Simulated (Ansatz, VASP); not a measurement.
## InP: VASP beside Ansatz

File POSCAR:

```
InP
1.0
    0.0000000000      2.7688340000      2.7688340000
    2.7688340000      0.0000000000      2.7688340000
    2.7688340000      2.7688340000      0.0000000000
In P
1 1
Direct
    0.0000000000      0.0000000000      0.0000000000
    0.5000000000      0.5000000000      0.5000000000
```

INCAR.step1

```
ALGO = Normal
EDIFF = 1E-5
ENCUT = 520
GGA = PE
ISIF = 2
ISMEAR = -1
LASPH = T
LCHARG = F
LREAL = F
LWAVE = T
NBANDS = 16
NELM = 60
PREC = Accurate
SIGMA = 0.05
```

The input INCAR.step2:

```
AEXX = 0.25
ALGO = Normal
EDIFF = 1E-6
ENCUT = 520
GGA = PE
HFSCREEN = 0.3
ISIF = 2
ISMEAR = -1
ISTART = 1
LASPH = T
LCHARG = F
LHFCALC = T
LREAL = F
LWAVE = F
NBANDS = 16
NELM = 60
PREC = Accurate
PRECFOCK = Normal
SIGMA = 0.05
```

File KPOINTS:

```
k-points
0
Gamma
  4 4 4
```

input.yaml

```yaml
crystal:
  lattice:
    - [0.0, 2.768834, 2.768834]
    - [2.768834, 0.0, 2.768834]
    - [2.768834, 2.768834, 0.0]
  atoms:
    - { symbol: In, position: [0.0, 0.0, 0.0] }
    - { symbol: P, position: [0.5, 0.5, 0.5] }
hamiltonian:
  xc: { exchange: pbe, correlation: pbe, exx: { coeff: 0.25, omega: 0.3 } }
  pseudopotentials: { kind: paw }
kpoints:
  mp_grid: { grid: [4, 4, 4] }
scf:
  occupations: { method: fermi_dirac, width: 0.05 }
output:
  forces: true
  stress: true
  eigenvalues: true
```

Alike in both runs: task single point; functional PBE-based screened hybrid with a share of 0.25 of exact exchange and HFSCREEN = 0.3; k mesh 4 × 4 × 4; occupations fermi-dirac, width 0.05 eV; no spin polarisation.

```csv
,VASP,Ansatz
version,VASP 6.6.1,Ansatz 0.2.0
potentials or method,"VASP PAW PBE potentials, release 64 (In_d, P)",Ansatz PAW
plane-wave cutoff (eV),520,420
valence electrons in the cell,18,18
```

Ansatz gave:

* gap on the k mesh at the Fermi level (eV): none
* pressure (GPa): -2.1

**Question.** What did VASP give for the same quantities?

**Answer.** gap on the k mesh at the Fermi level (eV): none; pressure (GPa): -2.2.

VASP's potentials were made for PBE, not for PBE-based screened hybrid. A gap of «none» marks a metal or a gap that the smearing closes.

The k mesh is coarse, so the values compare programs but aren't converged.
